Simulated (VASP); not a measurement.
**Mg: single point with PBE**

Mg:

```xyz
2
Lattice="0.0000 3.4318 3.4318 3.4318 0.0000 3.4318 3.4318 3.4318 0.0000" Properties=species:S:1:pos:R:3 pbc="T T T"
Mg    0.8580    0.8580    0.8580
Mg    6.0057    6.0057    6.0057
```

This isn't the form of Mg at room conditions, which is hcp.

- Program: VASP 6.6.1
- Task: single point
- Functional: PBE
- Potentials or basis: VASP PAW PBE potentials, release 64 (Mg)
- Cutoff: 520 eV
- k mesh: 4 × 4 × 4
- Occupations: fermi-dirac, width 0.1 eV
- Spin: no spin polarisation
- Dipole correction: no
- Further INCAR settings: ALGO = Normal; EDIFF = 1e-06; NBANDS = 9

```
Pressure               : 0.0 GPa
Band gap on the k mesh : zero (bands 2 and 3 overlap by 3.23 eV)
```

Levels at points of the mesh, in eV from the Fermi level:
```
           k point  band 1  band 2  band 3  band 4  band 5  band 6  band 7
(0.00, 0.00, 0.00)   -4.99    3.12    3.12    3.12    4.19    4.19    4.19
(0.50, 0.00, 0.00)   -3.26   -1.95    2.26    2.26    3.76    4.31    4.31
(0.50, 0.50, 0.00)   -2.10   -2.10    0.92    0.92    2.39    2.39    9.55
```

It took 9.9 s on 1 thread of Intel Xeon 8259CL, on a shared host, peak memory 0.19 GiB.

Caveat: the k points lie up to 0.40 Å⁻¹ apart, too coarse for converged energies and pressures of a metal.
